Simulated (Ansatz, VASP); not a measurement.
**MgO: VASP beside Ansatz**

File POSCAR:

```
MgO
1.0
    3.3077869900      0.0000000000      0.0000000000
   -1.6538934900      2.8646275600      0.0000000000
    0.0000000000      0.0000000000      4.9828816700
Mg O
2 2
Direct
    0.3333333286      0.6666666713      0.0021597402
    0.6666666684      0.3333333287      0.5021597392
    0.3333333286      0.6666666713      0.4024402590
    0.6666666684      0.3333333287      0.9024402600
```

INCAR.step1

```
SYSTEM = MgO
PREC = Accurate ; ENCUT = 660
ISMEAR = -1 ; SIGMA = 0.1
LREAL = .False. ; LASPH = .True.
NELM = 120 ; GGA = PE
ALGO = Normal ; EDIFF = 1E-5
LWAVE = .True. ; LCHARG = .False.
GGA_COMPAT = .False. ; IBRION = 2
ISIF = 3 ; EDIFFG = -0.005
NELMIN = 4 ; NSW = 100
```

The input INCAR.step2:

```
SYSTEM = MgO
PREC = Accurate ; ENCUT = 660
EDIFF = 1E-7 ; ISMEAR = -1
SIGMA = 0.1 ; LREAL = .False.
LASPH = .True. ; NELM = 120
ALGO = Normal ; ISIF = 3
LWAVE = .False. ; LCHARG = .False.
METAGGA = R2SCAN ; LMIXTAU = .True.
IBRION = 2 ; NSW = 80
EDIFFG = -0.01 ; ISTART = 1
GGA_COMPAT = .False. ; NELMIN = 4
```

The input KPOINTS:

```
Automatic mesh
0
Gamma
  12 12 6
  0 0 0
```

Input for Ansatz:

```yaml
crystal:
  lattice:
    - [3.30778699, 0.0, 0.0]
    - [-1.65389349, 2.86462756, 0.0]
    - [0.0, 0.0, 4.98288167]
  atoms:
    - { symbol: Mg, position: [0.3333333286065085, 0.6666666713211402, 0.002159740229191515] }
    - { symbol: Mg, position: [0.6666666683703223, 0.33333332867885973, 0.5021597392257561] }
    - { symbol: O, position: [0.3333333286065085, 0.6666666713211402, 0.40244025903187863] }
    - { symbol: O, position: [0.6666666683703223, 0.33333332867885973, 0.902440260035314] }
basis:
  ecutwfc: 550.0
kpoints:
  mp_grid:
    grid: [12, 12, 6]
hamiltonian:
  xc: r2scan
scf:
  occupations:
    method: fermi_dirac
relax:
  cell: {}
```

Alike in both runs: task relaxation of cell and atoms; functional r2SCAN; k mesh 12 × 12 × 6; no spin polarisation.

```csv
,VASP,Ansatz
version,VASP 6.6.1,Ansatz 0.2.0
potentials or method,"VASP PAW PBE potentials, release 64 (Mg, O), cutoff 660 eV","plane waves, PAW"
occupations,"fermi-dirac, width 0.1 eV",fermi-dirac
valence electrons in the cell,16,32
```

```tsv
	VASP	Ansatz	Ansatz less VASP
relaxed volume (Å³/atom)	11.71	11.78	+0.073
relaxed cell length with the largest relative difference (Å)	5.015	5.031	+0.0169
```

VASP's potentials were made for PBE, not for r2SCAN. VASP's potentials hold 16 valence electrons a cell and Ansatz's 32, so a difference there can come from the potentials and not from the codes.
